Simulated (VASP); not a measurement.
# GaP (F-43m) in VASP: settings compared, part 2 of 3

VASP 6.6.1. The steps go on from the part before.

## 3. Single point, revPBE

File INCAR:

```
PREC = Accurate ; ENCUT = 520
EDIFF = 1E-6 ; ISMEAR = -1
SIGMA = 0.05 ; LREAL = F
LASPH = T ; NELM = 60
ALGO = Normal ; ISIF = 2
LWAVE = F ; LCHARG = F
GGA = RE ; NBANDS = 16
```

File KPOINTS:

```
regular mesh
0
Gamma
  8 8 8
```

File POSCAR:

```
GaP
1.0
    0.0000000000      2.7786998443      2.7786998443
    2.7786998443      0.0000000000      2.7786998443
    2.7786998443      2.7786998443      0.0000000000
Ga P
1 1
Direct
    0.0000000000      0.0000000000      0.0000000000
    0.7500000000      0.7500000000      0.7500000000
```

Potentials or basis: VASP PAW PBE potentials, release 64 (Ga_d, P).

On the command line:

```
$ cat potpaw_PBE.64/Ga_d/POTCAR potpaw_PBE.64/P/POTCAR > POTCAR
$ mpirun -np 1 vasp_std > vasp.out
```

OUTCAR:

```text
PREC = Accurate
   ENCUT = 520
   EDIFF = 1E-6
   ISMEAR = -1
   LREAL = F
   LASPH = T
   NELM = 60
   ISIF = 2
   GGA = RE

 ion  position               nearest neighbor table
   1  0.000  0.000  0.000-   2 2.41   2 2.41   2 2.41   2 2.41
   2  0.750  0.750  0.750-   1 2.41   1 2.41   1 2.41   1 2.41

  LATTYP: Found a face centered cubic cell.
 ALAT       =     5.5573996886

  Lattice vectors:

 A1 = (   0.0000000000,   2.7786998443,   2.7786998443)
 A2 = (   2.7786998443,   0.0000000000,   2.7786998443)
 A3 = (   2.7786998443,   2.7786998443,   0.0000000000)

Analysis of symmetry for initial positions (statically):
=====================================================================
 Subroutine PRICEL returns:
 Original cell was already a primitive cell.

 Routine SETGRP: Setting up the symmetry group for a
 face centered cubic supercell.

 Subroutine GETGRP returns: Found 24 space group operations
 (whereof 24 operations were pure point group operations)
 out of a pool of 48 trial point group operations.

The static configuration has the point symmetry T_d .

Analysis of symmetry for dynamics (positions and initial velocities):
=====================================================================
 Subroutine PRICEL returns:
 Original cell was already a primitive cell.

 Routine SETGRP: Setting up the symmetry group for a
 face centered cubic supercell.

 Subroutine GETGRP returns: Found 24 space group operations
 (whereof 24 operations were pure point group operations)
 out of a pool of 48 trial point group operations.

The dynamic configuration has the point symmetry T_d .

 Subroutine INISYM returns: Found 24 space group operations
 (whereof 24 operations are pure point group operations),
 and found     1 'primitive' translations

----------------------------------------------------------------------------------------

                                     Primitive cell
[... 109 lines left out ...]
   IMIX   =      4    mixing-type and parameters
     AMIX     =   0.40;   BMIX     =  1.00
     AMIX_MAG =   1.60;   BMIX_MAG =  1.00
  volume/ion in A,a.u.               =      21.45       144.78
  Fermi-wavevector in a.u.,A,eV,Ry     =   1.225502  2.315863 20.433980  1.501855
  Thomas-Fermi vector in A             =   2.360538
   LORBIT       =      0    0 simple, 1 ext, 2 COOP (PROOUT), +10 PAW based schemes
   GGA     = RE    functional components
   LHFCALC =     F    Hartree Fock is set to
   AEXX    =    0.0000 exact exchange contribution
   IVDW    =     0    specifies the selected vdW correction
   LEPSILON=     F    determine dielectric tensor
   LRPA    =     F    only Hartree local field effects (RPA)
 non-spin polarized calculation
  energy-cutoff  :      520.00
  volume of cell :       42.91
 maximum number of plane-waves:      1174
 NGX is ok and might be reduce to    30
   NGX = 15   NGY = 15   NGZ = 15

 number of electron      18.0000013 magnetization

 Free energy of the ion-electron system (eV)
  ---------------------------------------------------
  ext. energy  EPLUGINS =         0.00000000
  ---------------------------------------------------
  free energy    TOTEN  =        -8.55264448 eV

  energy without entropy =       -8.55264447  energy(sigma->0) =       -8.55264447

 E-fermi :   4.8897     XC(G=0):  -9.4394

 val. band max:        4.1445908296   @ k =   0.0000   0.0000   0.0000
 cond. band min:       5.5921019172   @ k =   0.0000   0.0000   0.0000
 fundamental gap:      1.4475110876
 Fermi energy:         4.8896924104

 k-point     1 :       0.0000    0.0000    0.0000
  band No.  band energies     occupation
      1     -10.3142      2.00000
      2     -10.3142      2.00000
      3     -10.3142      2.00000
      4     -10.2312      2.00000
      5     -10.2312      2.00000
      6      -7.9014      2.00000
[... 433 lines left out ...]
      3     -10.2789      2.00000
      4     -10.2349      2.00000
      5     -10.2251      2.00000
      6      -5.6567      2.00000
[... 8 lines left out ...]
     15      15.9729      0.00000
     16      16.3577      0.00000

 [... further k-points ...]

------------------------ aborting loop because EDIFF is reached ----------------------------------------

  FORCE on cell =-STRESS in cart. coord.  units (eV):
  Direction    XX          YY          ZZ          XY          YZ          ZX
  --------------------------------------------------------------------------------------
  -------------------------------------------------------------------------------------
  Total       -0.1962143     -0.1962143     -0.1962143      0.0000000      0.0000000      0.0000000
  in kB       -7.3263270     -7.3263270     -7.3263270      0.0000000      0.0000000      0.0000000
  external PRESSURE =      -7.3263270 kB  Pullay stress =       0.0000000 kB

 VOLUME and BASIS-vectors are now :
 -----------------------------------------------------------------------------
  energy-cutoff  :      520.00
  volume of cell :       42.91
      direct lattice vectors                 reciprocal lattice vectors
     0.000000000  2.778699844  2.778699844    -0.179940270  0.179940270  0.179940270
     2.778699844  0.000000000  2.778699844     0.179940270 -0.179940270  0.179940270
     2.778699844  2.778699844  0.000000000     0.179940270  0.179940270 -0.179940270

 POSITION                                       TOTAL-FORCE (eV/Angst)
 -----------------------------------------------------------------------------------
      0.00000      0.00000      0.00000        -0.000000     -0.000000     -0.000000
      4.16805      4.16805      4.16805         0.000000      0.000000      0.000000
 -----------------------------------------------------------------------------------
    total drift:                               -0.000002     -0.000002     -0.000002

  FREE ENERGIE OF THE ION-ELECTRON SYSTEM (eV)
  ---------------------------------------------------
  free  energy   TOTEN  =        -8.5526444752 eV

  energy  without entropy=       -8.5526444681  energy(sigma->0) =       -8.55264447
```

OSZICAR:

```text
N       E                     dE             d eps       ncg     rms          rms(c)
DAV:   1     0.834292330581E+02    0.83429E+02   -0.91207E+03   944   0.156E+03
DAV:   2    -0.217902770126E+01   -0.85608E+02   -0.82032E+02  1096   0.316E+02
DAV:   3    -0.867724840864E+01   -0.64982E+01   -0.64764E+01  1152   0.667E+01
DAV:   4    -0.878188790665E+01   -0.10464E+00   -0.10462E+00  1160   0.930E+00
DAV:   5    -0.878396833199E+01   -0.20804E-02   -0.20803E-02  1168   0.115E+00    0.443E+00
DAV:   6    -0.856554331064E+01    0.21843E+00   -0.36099E-01  1416   0.962E+00    0.295E+00
DAV:   7    -0.854835952747E+01    0.17184E-01   -0.90979E-02  1184   0.194E+00    0.114E+00
DAV:   8    -0.855141142126E+01   -0.30519E-02   -0.14162E-02  1120   0.140E+00    0.176E-01
DAV:   9    -0.855231342927E+01   -0.90201E-03   -0.16652E-03  1160   0.513E-01    0.104E-01
DAV:  10    -0.855247206389E+01   -0.15863E-03   -0.15091E-04  1200   0.119E-01    0.558E-02
DAV:  11    -0.855264465329E+01   -0.17259E-03   -0.31710E-04  1128   0.120E-01    0.779E-03
DAV:  12    -0.855264447515E+01    0.17814E-06   -0.57154E-06  1080   0.262E-02
   1 F= -.85526445E+01 E0= -.85526445E+01  d E =-.709152E-08
```

stdout:

```text
POSCAR found type information on POSCAR GaP
 POSCAR found :  2 types and       2 ions
 scaLAPACK will be used
 -----------------------------------------------------------------------------
|                                                                             |
|                                                                             |
|     You enforced a specific xc type in the INCAR file but a different       |
|     I HOPE YOU KNOW WHAT YOU ARE DOING!                                     |
|                                                                             |
 -----------------------------------------------------------------------------

 LDA part: xc-table for (Slater+PW92), standard interpolation
 POSCAR, INCAR and KPOINTS ok, starting setup
 FFT: planning ... GRIDC
 FFT: planning ... GRID_SOFT
 FFT: planning ... GRID
 WAVECAR not read
 entering main loop
```

Wall time 40 s (1 thread of Intel Xeon 8259CL, shared host); peak memory 0.17 GiB.

What came out:

| Property | Result |
| --- | --- |
| Free energy | -8.5526 eV |
| Pressure | -0.7 GPa |
| Band gap on the k mesh | 1.45 eV |

Caveat: the PAW data sets were made with another functional, which shifts forces and pressure a little.

## 4. Single point, BLYP+D3(BJ)

File INCAR:

```
SYSTEM = GaP
PREC = Accurate ; ENCUT = 520
EDIFF = 1E-6 ; ISMEAR = -1
SIGMA = 0.05 ; LREAL = .False.
LASPH = .True. ; NELM = 60
ALGO = Normal ; ISIF = 2
LWAVE = .False. ; LCHARG = .True.
GGA = B5 ; ALDAX = 1.0
AGGAX = 1.0 ; AGGAC = 1.0
ALDAC = 0.0 ; IVDW = 12
VDW_S6 = 1.0 ; VDW_S8 = 2.6996
VDW_A1 = 0.4298 ; VDW_A2 = 4.2359
LELF = .True. ; LVHAR = .True.
NBANDS = 16
```

File KPOINTS:

```
Automatic mesh
0
Gamma
  8 8 8
  0 0 0
```

POSCAR is that of step 3.

Potentials or basis: VASP PAW PBE potentials, release 64 (Ga_d, P).

On the command line:

```
$ cat potpaw_PBE.64/Ga_d/POTCAR potpaw_PBE.64/P/POTCAR > POTCAR
$ mpirun -np 1 vasp_std > vasp.out
```

OUTCAR:

```text
SYSTEM = GaP
   PREC = Accurate
   ENCUT = 520
   EDIFF = 1E-6
   ISMEAR = -1
   LREAL = .False.
   LASPH = .True.
   NELM = 60
   ISIF = 2
   GGA = B5
   IVDW = 12
 IVDW          = 12

 ion  position               nearest neighbor table
   1  0.000  0.000  0.000-   2 2.41   2 2.41   2 2.41   2 2.41
   2  0.750  0.750  0.750-   1 2.41   1 2.41   1 2.41   1 2.41

  LATTYP: Found a face centered cubic cell.
 ALAT       =     5.5573996886

  Lattice vectors:

 A1 = (   0.0000000000,   2.7786998443,   2.7786998443)
 A2 = (   2.7786998443,   0.0000000000,   2.7786998443)
 A3 = (   2.7786998443,   2.7786998443,   0.0000000000)

Analysis of symmetry for initial positions (statically):
=====================================================================
 Subroutine PRICEL returns:
 Original cell was already a primitive cell.

 Routine SETGRP: Setting up the symmetry group for a
 face centered cubic supercell.

 Subroutine GETGRP returns: Found 24 space group operations
 (whereof 24 operations were pure point group operations)
 out of a pool of 48 trial point group operations.

The static configuration has the point symmetry T_d .

Analysis of symmetry for dynamics (positions and initial velocities):
=====================================================================
 Subroutine PRICEL returns:
 Original cell was already a primitive cell.

 Routine SETGRP: Setting up the symmetry group for a
 face centered cubic supercell.

 Subroutine GETGRP returns: Found 24 space group operations
 (whereof 24 operations were pure point group operations)
 out of a pool of 48 trial point group operations.

The dynamic configuration has the point symmetry T_d .

 Subroutine INISYM returns: Found 24 space group operations
 (whereof 24 operations are pure point group operations),
 and found     1 'primitive' translations

----------------------------------------------------------------------------------------

                                     Primitive cell

[... 110 lines left out ...]
     AMIX_MAG =   1.60;   BMIX_MAG =  1.00
  volume/ion in A,a.u.               =      21.45       144.78
  Fermi-wavevector in a.u.,A,eV,Ry     =   1.225502  2.315863 20.433980  1.501855
  Thomas-Fermi vector in A             =   2.360538
   LORBIT       =      0    0 simple, 1 ext, 2 COOP (PROOUT), +10 PAW based schemes
   GGA     = B5    functional components
   LHFCALC =     F    Hartree Fock is set to
   AEXX    =    0.0000 exact exchange contribution
   IVDW    =    12    specifies the selected vdW correction
   LEPSILON=     F    determine dielectric tensor
   LRPA    =     F    only Hartree local field effects (RPA)
 non-spin polarized calculation
  energy-cutoff  :      520.00
  volume of cell :       42.91
 maximum number of plane-waves:      1174
 NGX is ok and might be reduce to    30
   NGX = 15   NGY = 15   NGZ = 15

 number of electron      18.0000013 magnetization

 Free energy of the ion-electron system (eV)
  ---------------------------------------------------
  ext. energy  EPLUGINS =         0.00000000
  ---------------------------------------------------
  free energy    TOTEN  =        -7.80675467 eV

  energy without entropy =       -7.80675463  energy(sigma->0) =       -7.80675465

 E-fermi :   5.1340     XC(G=0):  -9.0068

 val. band max:        4.4854251743   @ k =   0.0000   0.0000   0.0000
 cond. band min:       5.7235456722   @ k =   0.0000   0.0000   0.0000
 fundamental gap:      1.2381204979
 Fermi energy:         5.1339578582

 k-point     1 :       0.0000    0.0000    0.0000
  band No.  band energies     occupation
      1     -10.0498      2.00000
      2     -10.0498      2.00000
      3     -10.0498      2.00000
      4      -9.9667      2.00000
      5      -9.9667      2.00000
      6      -7.5671      2.00000
[... 433 lines left out ...]
      3     -10.0148      2.00000
      4      -9.9704      2.00000
      5      -9.9607      2.00000
      6      -5.3414      2.00000
[... 8 lines left out ...]
     15      16.3956      0.00000
     16      16.7538      0.00000

 [... further k-points ...]

------------------------ aborting loop because EDIFF is reached ----------------------------------------

 Edisp (eV)   -1.32770

 E8    (eV) :    -0.9617

  FORCE on cell =-STRESS in cart. coord.  units (eV):
  Direction    XX          YY          ZZ          XY          YZ          ZX
  --------------------------------------------------------------------------------------
  -------------------------------------------------------------------------------------
  Total      -1.07493    -1.07493    -1.07493    -0.00000     0.00000    -0.00000
  in kB     -40.13598   -40.13598   -40.13598    -0.00000     0.00000    -0.00000
  external pressure =      -40.14 kB  Pullay stress =        0.00 kB

 VOLUME and BASIS-vectors are now :
 -----------------------------------------------------------------------------
  energy-cutoff  :      520.00
  volume of cell :       42.91
      direct lattice vectors                 reciprocal lattice vectors
     0.000000000  2.778699844  2.778699844    -0.179940270  0.179940270  0.179940270
     2.778699844  0.000000000  2.778699844     0.179940270 -0.179940270  0.179940270
     2.778699844  2.778699844  0.000000000     0.179940270  0.179940270 -0.179940270

 POSITION                                       TOTAL-FORCE (eV/Angst)
 -----------------------------------------------------------------------------------
      0.00000      0.00000      0.00000         0.000000     -0.000000     -0.000000
      4.16805      4.16805      4.16805        -0.000000      0.000000      0.000000
 -----------------------------------------------------------------------------------
    total drift:                               -0.000000     -0.000000     -0.000000

  FREE ENERGIE OF THE ION-ELECTRON SYSTEM (eV)
  ---------------------------------------------------
  free  energy   TOTEN  =        -9.1344498963 eV

  energy  without entropy=       -9.1344498547  energy(sigma->0) =       -9.13444988
```

Wall time 50 s (1 thread of Intel Xeon 8259CL, shared host); peak memory 0.18 GiB.

Results:

```
Free energy                : -9.1344 eV
Pressure                   : -4.0 GPa
Band gap on the k mesh     : 1.24 eV
Dispersion energy per atom : -0.664 eV
```

Caveat: the cell stands under tension; the PAW data sets were made with another functional, which shifts forces and pressure a little.

(Continued in part 3 of 3.)
